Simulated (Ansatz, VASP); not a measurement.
# WSe2: VASP beside Ansatz

INCAR

```
  ALGO = Normal
  EDIFF = 1E-6
  EDIFFG = -0.005
  ENCUT = 600
  GGA = PS
  IBRION = 2
  ISIF = 3
  ISMEAR = 0
  LASPH = T
  LCHARG = F
  LREAL = F
  LWAVE = F
  NELM = 100
  NSW = 100
  PREC = Accurate
  SIGMA = 0.02
```

The input KPOINTS:

```
k-points
0
Gamma
  12 12 2
```

File POSCAR:

```
WSe2
1.0
    3.2900000000      0.0000000000      0.0000000000
   -1.6450000000      2.8492235785      0.0000000000
    0.0000000000      0.0000000000     12.9700000000
W Se
2 4
Direct
    0.3333333333      0.6666666667      0.2500000000
    0.6666666667      0.3333333333      0.7500000000
    0.3333333333      0.6666666667      0.6210000000
    0.6666666667      0.3333333333      0.1210000000
    0.3333333333      0.6666666667      0.8790000000
    0.6666666667      0.3333333333      0.3790000000
```

Input for Ansatz:

```yaml
crystal:
  lattice:
    - [3.2899984505, 0.0, 0.0]
    - [-1.6449992252, 2.8492222365, 0.0]
    - [0.0, 0.0, 12.97]
  atoms:
    - { symbol: W, position: [0.3333333333, 0.6666666667, 0.25] }
    - { symbol: W, position: [0.6666666667, 0.3333333333, 0.75] }
    - { symbol: Se, position: [0.3333333333, 0.6666666667, 0.621] }
    - { symbol: Se, position: [0.6666666667, 0.3333333333, 0.121] }
    - { symbol: Se, position: [0.3333333333, 0.6666666667, 0.879] }
    - { symbol: Se, position: [0.6666666667, 0.3333333333, 0.379] }
basis:
  ecutwfc: 420
kpoints:
  mp_grid: { grid: [12, 12, 2] }
hamiltonian:
  xc: pbesol
scf:
  occupations: { method: gaussian, width: 0.02 }
output:
  forces: true
  stress: true
  eigenvalues: true
relax:
  adjacent_minimum: "off"
  f_tol: 0.005
  max_steps: 80
  cell: { stress_tol: 0.05 }
```

Alike in both runs: task relaxation of cell and atoms; functional PBEsol; k mesh 12 × 12 × 2; occupations gaussian, width 0.02 eV; no spin polarisation.

```csv
,VASP,Ansatz
version,VASP 6.6.1,Ansatz 0.2.0
potentials or method,"VASP PAW PBE potentials, release 64 (W_sv, Se), cutoff 600 eV","scalar-relativistic, plane waves, PAW"
valence electrons in the cell,52,92
```

```tsv
	VASP	Ansatz	Ansatz less VASP
gap on the k mesh at the Fermi level, each at its own relaxed structure (eV)	1.04	1.04	+0.004
relaxed volume (Å³/atom)	20.47	20.42	-0.052
relaxed cell length with the largest relative difference (Å)	13.233	13.221	-0.0121
```

VASP's potentials were made for PBE, not for PBEsol. VASP's potentials hold 52 valence electrons a cell and Ansatz's 92, so a difference there can come from the potentials and not from the codes.

Neither program's run includes spin-orbit coupling.
